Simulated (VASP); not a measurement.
HfSi4, 5 atoms in the cell. The structure is cubic, space group Im-3m (No. 229). The conventional cell has a = 5.889 Å, b = 5.889 Å, c = 5.889 Å, α = 90.00°, β = 90.00°, γ = 90.00°. Hf (site symmetry m-3m) has 8 Si at 2.55 Å within 3.4 Å. Si (site symmetry -3m) has 2 Hf at 2.55 Å and 6 Si at 2.94 Å within 3.4 Å. The cell was generated, and may not be a known phase.

| Property | Result |
| --- | --- |
| Program | VASP 6.6.1 |
| Task | single point |
| Functional | PBE |
| Potentials or basis | VASP PAW PBE potentials, release 64 (Hf_pv, Si) |
| Cutoff | 520 eV |
| k mesh | 10 × 10 × 10 |
| Occupations | gaussian, width 0.1 eV |
| Spin | no spin polarisation |
| Dipole correction | no |
| Further INCAR settings | ALGO = Normal; EDIFF = 1e-06; NBANDS = 21 |

Potentials or basis: VASP PAW PBE potentials, release 64 (Hf_pv, Si).

Launch:

```console
$ cat potpaw_PBE.64/Hf_pv/POTCAR potpaw_PBE.64/Si/POTCAR > POTCAR
$ mpirun -np 1 vasp_std > vasp.out
```

Hardware: 1 thread of Intel(R) Xeon(R) Platinum 8488C (Sapphire Rapids), with other jobs on the host.

Problem. Estimate the wall time of this run.

Solution. Run time: 69 s on 1 thread of Intel(R) Xeon(R) Platinum 8488C (Sapphire Rapids) (shared host), peak memory 0.28 GiB. Counts: scf iterations 13, k points 47.
